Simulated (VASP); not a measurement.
KMgF3: single point with LDA

Crystal: KMgF3.

```
K Mg F
1.0
     3.98590    0.00000    0.00000
     0.00000    3.98590    0.00000
     0.00000    0.00000    3.98590
K Mg F
1 1 3
Direct
  0.50000 0.50000 0.50000
  0.00000 0.00000 0.00000
  0.00000 0.00000 0.50000
  0.00000 0.50000 0.00000
  0.50000 0.00000 0.00000
```

- Program: VASP 6.6.1
- Task: single point
- Functional: LDA
- Potentials or basis: VASP PAW LDA potentials, release 64 (K_sv, Mg, F)
- Cutoff: 520 eV
- k mesh: 7 × 7 × 7
- Occupations: fermi-dirac, width 0.05 eV
- Spin: no spin polarisation
- Dipole correction: no
- k mesh for the DOS: 11 × 11 × 11
- Occupations for the DOS: tetrahedron
- Further INCAR settings: ALGO = Normal; EDIFF = 1e-07; NBANDS = 24

```yaml
Valence_electrons_inside_the_program's_atomic_spheres: K 7.55; Mg 0.38; F 6.10
```

Levels at points of the mesh, in eV from the valence-band top:
| k point | band 12 | band 13 | band 14 | band 15 | band 16 | band 17 | band 18 | band 19 | band 20 | band 21 |
| --- | --- | --- | --- | --- | --- | --- | --- | --- | --- | --- |
| (0.00, 0.00, 0.00) | -0.63 | -0.63 | -0.31 | -0.31 | -0.31 | 6.97 | 9.79 | 9.79 | 12.04 | 12.04 |

It took 30 s on 1 thread of Intel(R) Xeon(R) 6975P-C (Granite Rapids), with other jobs on the host, peak memory 0.2 GiB.
